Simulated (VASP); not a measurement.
Here is a VASP 6.6.1 calculation.

Contents of INCAR:

```
PREC     = Accurate       # precision mode
ENCUT    = 520            # plane-wave cutoff, eV
EDIFF    = 1E-6           # SCF threshold, eV
ISMEAR   = 0              # smearing method
SIGMA    = 0.02           # smearing width, eV
LREAL    = F              # projectors in reciprocal space
LASPH    = T              # aspherical terms in the spheres
NELM     = 100            # most SCF steps
ALGO     = Normal         # electronic algorithm
ISIF     = 2              # what is computed and relaxed
LWAVE    = F              # write WAVECAR
LCHARG   = T              # write CHGCAR
GGA      = PS             # functional
LELF     = T              # ELF
LVHAR    = T            
NBANDS   = 46             # bands
```

Contents of KPOINTS:

```
regular mesh
0
Gamma
  8 8 4
```

The input POSCAR:

```
Zn4Se3S
1.0
   -2.8060996072      2.8060996072      0.0000000000
   -2.8068721762     -5.6129717835      2.7575678597
    2.8071867933      2.8071867933      5.5168221273
Zn S Se
4 1 3
Direct
    0.0075662561      0.0151325122      0.0019154866
    0.7461114929      0.4922229858      0.2386424480
    0.4981443143     -0.0037113714      0.4997457685
    0.2482547564      0.4965095129      0.7599629711
    0.1883655549      0.3767311098      0.0635931588
    0.9357771500      0.8715543000      0.3078622537
    0.6873828747      0.3747657495      0.5618786659
    0.4383976007      0.8767952014      0.8163992473
```

Potentials or basis: VASP PAW PBE potentials, release 64 (Zn, S, Se).

Run with:

```console
$ cat potpaw_PBE.64/Zn/POTCAR potpaw_PBE.64/S/POTCAR potpaw_PBE.64/Se/POTCAR > POTCAR
$ mpirun -np 1 vasp_std > vasp.out
```

**Question.** Predict the largest force.

**Answer.** 0.004 eV/Å.

**Question.** What does it give for the pressure?

**Answer.** -0.4 GPa.

Forces in eV/Å, atoms in the order of the input:
```
Zn  -0.002 -0.002  0.001
Zn   0.001  0.001 -0.003
Zn   0.000  0.000  0.000
Zn   0.002  0.002  0.003
S    0.000  0.000  0.002
Se   0.000  0.000 -0.003
Se  -0.002 -0.002 -0.001
Se   0.002  0.002 -0.001
```

Caveat: the cell differs from its parent crystal (strained cell); the PAW data sets were made with another functional, which shifts forces and pressure a little.
